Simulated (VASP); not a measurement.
The system is Ge.

```
Ge
1.0
    -2.49590    2.65086    1.43695
     2.49590   -2.65086    1.43695
     2.49590    2.65086   -1.43695
Ge
2
Direct
  0.18594 0.93594 0.25000
  0.81406 0.06406 0.75000
```

Program: VASP 6.6.1. Alike in all runs: task single point; potentials or basis VASP PAW PBE potentials, release 64 (Ge_d); no spin polarisation; cell as given.

Problem. Order these runs on this cell by their pressure, lowest first.
A. level PBE; k mesh 2 × 2 × 2, shifted; cutoff (eV) 520; smearing tetrahedron
B. level PBE; k mesh 6 × 6 × 6; cutoff (eV) 520; smearing gaussian 0.272114 eV
C. level PBE; k mesh 1 × 4 × 4; cutoff (eV) 520; smearing gaussian 0.1 eV
D. level PBE+D3(BJ); k mesh 4 × 4 × 4; cutoff (eV) 500; smearing gaussian 0.1 eV
E. level PBE; k mesh 2 × 2 × 2; cutoff (eV) 500; smearing gaussian 0.2 eV

Solution. A (-6.0 GPa), D (-2.6 GPa), B (1.6 GPa), E (5.5 GPa), C (15.7 GPa).

Caveats: all runs use coarse meshes; tetrahedron occupations give inexact forces and stress in metals (some runs); pairwise dispersion overbinds metals, which lowers pressure and volume (some runs).
